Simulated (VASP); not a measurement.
Input of a VASP 6.6.1 run:

The input POSCAR:

```
HfSiO4
1.0
   -3.3566396157      3.3566396157      2.9517128910
    3.3566396157     -3.3566396157      2.9517128910
    3.3566396157      3.3566396157     -2.9517128910
Hf Si O
2 2 8
Direct
    0.0000000000      0.0000000000      0.0000000000
    0.7500000000      0.2500000000      0.5000000000
    0.2500000000      0.7500000000      0.5000000000
    0.5000000000      0.5000000000      0.0000000000
    0.1357418088      0.3185674018      0.8171744070
    0.0685674018      0.7513929948      0.6828255930
    0.0685674018      0.3857418088      0.3171744070
    0.5013929948      0.3185674018      0.1828255930
    0.6814325982      0.4986070052      0.8171744070
    0.6142581912      0.9314325982      0.6828255930
    0.2486070052      0.9314325982      0.3171744070
    0.6814325982      0.8642581912      0.1828255930
```

Contents of INCAR.step1:

```
SYSTEM = HfSiO4
PREC = Accurate ; ENCUT = 520
ISMEAR = 0 ; SIGMA = 0.01
LREAL = .FALSE. ; LASPH = .TRUE.
NELM = 100 ; NBANDS = 50
GGA = PE ; ALGO = Normal
EDIFF = 1E-4 ; LWAVE = .TRUE.
LCHARG = .FALSE.
```

The input INCAR.step2:

```
SYSTEM = HfSiO4
PREC = Accurate ; ENCUT = 520
EDIFF = 1E-7 ; ISMEAR = 0
SIGMA = 0.01 ; LREAL = .FALSE.
LASPH = .TRUE. ; NELM = 100
ALGO = Normal ; ISIF = 2
LWAVE = .FALSE. ; LCHARG = .TRUE.
METAGGA = R2SCAN ; LMIXTAU = .TRUE.
LELF = .TRUE. ; LVHAR = .TRUE.
NBANDS = 50 ; ISTART = 1
```

KPOINTS

```
regular mesh
0
G
  6 6 6
  0 0 0
```

Potentials or basis: VASP PAW PBE potentials, release 64 (Hf_pv, Si, O).

The run is started by

```sh
$ cat potpaw_PBE.64/Hf_pv/POTCAR potpaw_PBE.64/Si/POTCAR potpaw_PBE.64/O/POTCAR > POTCAR
$ cp INCAR.step1 INCAR
$ mpirun -np 1 vasp_std > vasp.out
$ cp INCAR.step2 INCAR
$ mpirun -np 1 vasp_std > vasp.out
```

Problem. Predict the pressure.

Solution. -6.7 GPa.

Problem. Estimate the largest force.

Solution. 0.202 eV/Å.

Stress tensor (GPa, compression positive):
```
-9.30  0.00  0.00
 0.00 -9.30  0.00
 0.00  0.00 -1.38
```

Caveat: the cell differs from its parent crystal (epitaxial xy strain +2.0%); the PAW data sets were made with another functional, which shifts forces and pressure a little.
